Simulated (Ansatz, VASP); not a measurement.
One calculation of Si, two programs

```xyz
4
Lattice="0.0000 -2.7804 -2.7804 0.0000 2.7804 -2.7804 5.5609 0.0000 0.0000" Properties=species:S:1:pos:R:3 pbc="T T T"
Si    0.0000    0.0591   -2.8836
Si    2.7804   -0.0591    0.1032
Si    1.3902   -1.4934   -4.1115
Si    4.1706   -1.2870   -1.4493
```

Change from the starting cell: mode 4 frozen in at -0.117 Å, equal normal strain along x, y and z +0.0167.

Alike in both runs: task single point; functional PBE; k mesh 8 × 8 × 6; occupations gaussian, width 0.05 eV; no spin polarisation.

|  | VASP | Ansatz |
| --- | --- | --- |
| version | VASP 6.6.1 | Ansatz 0.2.0 |
| potentials or method | VASP PAW PBE potentials, release 64 (Si), cutoff 520 eV | scalar-relativistic, plane waves, PAW |
| valence electrons in the cell | 16 | 16 |

|  | VASP | Ansatz | Ansatz less VASP |
| --- | --- | --- | --- |
| gap on the k mesh at the Fermi level (eV) | 0.64 | 0.63 | -0.001 |
| least direct gap on the mesh (eV) | 0.79 | 0.79 | -0.001 |
| pressure (GPa) | -4.4 | -4.3 | +0.05 |
| traceless stress, the component that is largest in VASP (GPa) | -0.09 | -0.09 | -0.003 |
| rms of the force components (eV/Å) | 0.190 | 0.189 | -0.0008 |

Atom by atom the forces differ by 0.001 eV/Å (rms over components).
